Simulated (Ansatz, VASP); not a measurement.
**Al2Cu: VASP beside Ansatz**

Contents of POSCAR:

```
Al2Cu
1.0
    4.0213792609      0.0000000000      0.0000000000
    0.0000000000      4.0213792609      0.0000000000
    0.0000000000      0.0000000000      2.8322900507
Cu Al
1 2
Direct
    0.0000000000      0.0000000000      0.0000000000
    0.0000000000      0.5000000000      0.5000000000
    0.5000000000      0.0000000000      0.5000000000
```

The input INCAR.step1:

```
PREC     = Accurate       # precision mode
ENCUT    = 520            # plane-wave cutoff, eV
ISMEAR   = -1             # smearing method
SIGMA    = 0.05           # smearing width, eV
LREAL    = False          # projectors in reciprocal space
LASPH    = True           # aspherical terms in the spheres
NELM     = 60             # most SCF steps
NBANDS   = 16             # bands
GGA      = PE             # functional
ALGO     = Normal         # electronic algorithm
EDIFF    = 1E-4           # SCF threshold, eV
LWAVE    = True           # write WAVECAR
LCHARG   = False          # write CHGCAR
```

Contents of INCAR.step2:

```
PREC     = Accurate       # precision mode
ENCUT    = 520            # plane-wave cutoff, eV
EDIFF    = 1E-6           # SCF threshold, eV
ISMEAR   = -1             # smearing method
SIGMA    = 0.05           # smearing width, eV
LREAL    = False          # projectors in reciprocal space
LASPH    = True           # aspherical terms in the spheres
NELM     = 60             # most SCF steps
ALGO     = Normal         # electronic algorithm
ISIF     = 2              # what is computed and relaxed
LWAVE    = False          # write WAVECAR
LCHARG   = False          # write CHGCAR
METAGGA  = R2SCAN         # meta-GGA
LMIXTAU  = True         
NBANDS   = 16             # bands
ISTART   = 1
```

File KPOINTS:

```
regular mesh
0
Gamma
  7 7 9
```

The input input.yaml:

```yaml
crystal:
  lattice:
    - [4.0213792609, 0.0, 0.0]
    - [0.0, 4.0213792609, 0.0]
    - [0.0, 0.0, 2.8322900507]
  atoms:
    - { symbol: Cu, position: [0.0, 0.0, 0.0] }
    - { symbol: Al, position: [0.0, 0.5, 0.5] }
    - { symbol: Al, position: [0.5, 0.0, 0.5] }
hamiltonian:
  xc: r2scan
  pseudopotentials: { kind: paw }
kpoints:
  mp_grid: { grid: [7, 7, 9] }
scf:
  occupations: { method: fermi_dirac, width: 0.05 }
output:
  forces: true
  stress: true
  eigenvalues: true
  write_density: true
  write_potential: true
  elf: true
  volumetric_format: npy
```

Alike in both runs: task single point; functional r2SCAN; k mesh 7 × 7 × 9; occupations fermi-dirac, width 0.05 eV; no spin polarisation.

```csv
,VASP,Ansatz
version,VASP 6.6.1,Ansatz 0.2.0
potentials or method,"VASP PAW PBE potentials, release 64 (Cu, Al)",Ansatz PAW
plane-wave cutoff (eV),520,500
valence electrons in the cell,17,25
```

|  | VASP | Ansatz | Ansatz less VASP |
| --- | --- | --- | --- |
| gap on the k mesh at the Fermi level (eV) | none | none | - |
| pressure (GPa) | 4.2 | 4.5 | +0.26 |
| traceless stress, the component that is largest in VASP (GPa) | -0.79 | -0.86 | -0.063 |

VASP's potentials were made for PBE, not for r2SCAN. A gap of «none» marks a metal or a gap that the smearing closes. The functional is the same, so the differences come from potentials, cutoffs and numerics. VASP's potentials hold 17 valence electrons a cell and Ansatz's 25, so a difference there can come from the potentials and not from the codes.
